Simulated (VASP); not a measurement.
Wanted: the native input for a VASP 6.6.1 run.

* Task: single point
* Functional: r2SCAN
* Potentials or basis: VASP PAW PBE potentials, release 64 (B, P)
* Cutoff: 520 eV
* k mesh: 10 × 10 × 10
* Occupations: fermi-dirac, width 0.02 eV
* Spin: no spin polarisation
* Dipole correction: no
* Further INCAR settings: ALGO = Normal; EDIFF = 1e-07; NBANDS = 11

BP:

```xyz
2
Lattice="0.0000 2.2375 2.2375 2.2375 0.0000 2.2375 2.2375 2.2375 0.0000" Properties=species:S:1:pos:R:3 pbc="T T T"
B     0.0000    0.0000    0.0000
P     1.1188    1.1188    1.1188
```

The input as run:

POSCAR

```
BP
1.0
    0.0000000000      2.2375281500      2.2375281500
    2.2375281500      0.0000000000      2.2375281500
    2.2375281500      2.2375281500      0.0000000000
B P
1 1
Direct
    0.0000000000      0.0000000000      0.0000000000
    0.2500000000      0.2500000000      0.2500000000
```

INCAR.step1

```
ALGO = Normal
EDIFF = 1E-4
ENCUT = 520
GGA = PE
ISMEAR = -1
LASPH = T
LCHARG = F
LREAL = F
LWAVE = T
NBANDS = 11
NELM = 80
PREC = Accurate
SIGMA = 0.02
```

INCAR.step2

```
ALGO = Normal
EDIFF = 1E-7
ENCUT = 520
ISIF = 2
ISMEAR = -1
ISTART = 1
LASPH = T
LCHARG = T
LELF = T
LMIXTAU = T
LREAL = F
LVHAR = T
LWAVE = F
METAGGA = R2SCAN
NBANDS = 11
NELM = 80
PREC = Accurate
SIGMA = 0.02
```

KPOINTS

```
k-points
0
Gamma
  10 10 10
```

Potentials or basis: VASP PAW PBE potentials, release 64 (B, P).

Launch:

```console
$ cat potpaw_PBE.64/B/POTCAR potpaw_PBE.64/P/POTCAR > POTCAR
$ cp INCAR.step1 INCAR
$ mpirun -np 1 vasp_std > vasp.out
$ cp INCAR.step2 INCAR
$ mpirun -np 1 vasp_std > vasp.out
```

Results of the run:

```json
{
 "Pressure": "6.9 GPa",
 "Band gap on the k mesh": "1.39 eV, indirect (least direct gap 3.71 eV)"
}
```

Caveat: the PAW data sets were made with another functional, which shifts forces and pressure a little.

Run time: 49 s on 1 thread of AMD EPYC 7R43 64-Core Processor (Zen 3), with other jobs on the host, peak memory 0.1 GiB.
